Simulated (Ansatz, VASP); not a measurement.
One calculation of Ni, two programs

```xyz
1
Lattice="0.0000 1.7638 1.7638 1.7638 0.0000 1.7638 1.7638 1.7638 0.0000" Properties=species:S:1:pos:R:3 pbc="T T T"
Ni    0.0000    0.0000    0.0000
```

Alike in both runs: task single point; functional PBE; k mesh 14 × 14 × 14; occupations fermi-dirac, width 0.003 eV; collinear spin.

```csv
,VASP,Ansatz
version,VASP 6.6.1,Ansatz 0.2.0
potentials or method,"VASP PAW PBE potentials, release 64 (Ni), cutoff 600 eV","PAW, plane waves, scalar-relativistic"
valence electrons in the cell,10,18
```

VASP gave:

| Quantity | Value |
| --- | --- |
| pressure (GPa) | -2.0 |
| net moment per atom (μB) | 0.58 |
| size of the moment on the site where the two differ most (μB) | 0.60 |

**Question.** Estimate Ansatz's values.

**Answer.** Pressure (GPa): -1.6; net moment per atom (μB): 0.62; size of the moment on the site where the two differ most (μB): 0.66.

Site moments also hang on the region over which each program counts them. VASP's potentials hold 10 valence electrons a cell and Ansatz's 18, so a difference there can come from the potentials and not from the codes. Ansatz's warnings: negative dielectric reading.
